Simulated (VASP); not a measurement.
A run of VASP 6.6.1 is set up as follows.

INCAR

```
PREC = Accurate ; ENCUT = 520
EDIFF = 1E-6 ; ISMEAR = 0
SIGMA = 0.05 ; LREAL = False
LASPH = True ; NELM = 60
ALGO = Normal ; ISIF = 2
LWAVE = False ; LCHARG = False
GGA = PE ; NBANDS = 16
```

The input KPOINTS:

```
regular mesh
0
Gamma
  9 9 6
```

File POSCAR:

```
AlN
1.0
    3.1039109035      0.0000000000      0.0000000000
   -1.5519554517      2.6880656936      0.0000000000
    0.0000000000      0.0000000000      4.9753155601
Al N
2 2
Direct
    0.3333333333      0.6666666667      0.0017290859
    0.6666666667      0.3333333333      0.5017290859
    0.3333333333      0.6666666667      0.3832709141
    0.6666666667      0.3333333333      0.8832709141
```

Potentials or basis: VASP PAW PBE potentials, release 64 (Al, N).

The run is started by

```console
$ cat potpaw_PBE.64/Al/POTCAR potpaw_PBE.64/N/POTCAR > POTCAR
$ mpirun -np 1 vasp_std > vasp.out
```

Q: Predict the largest force.

A: 0.010 eV/Å.

Q: Estimate the band gap on the k mesh.

A: 4.27 eV.

Stress tensor (GPa, compression positive):
```
5.00 0.00 0.00
0.00 5.00 0.00
0.00 0.00 4.76
```

Caveat: the cell differs from its parent crystal (the cell strained); the cell stands under pressure; an odd mesh through Γ misses points on the zone boundary, where band edges can lie.
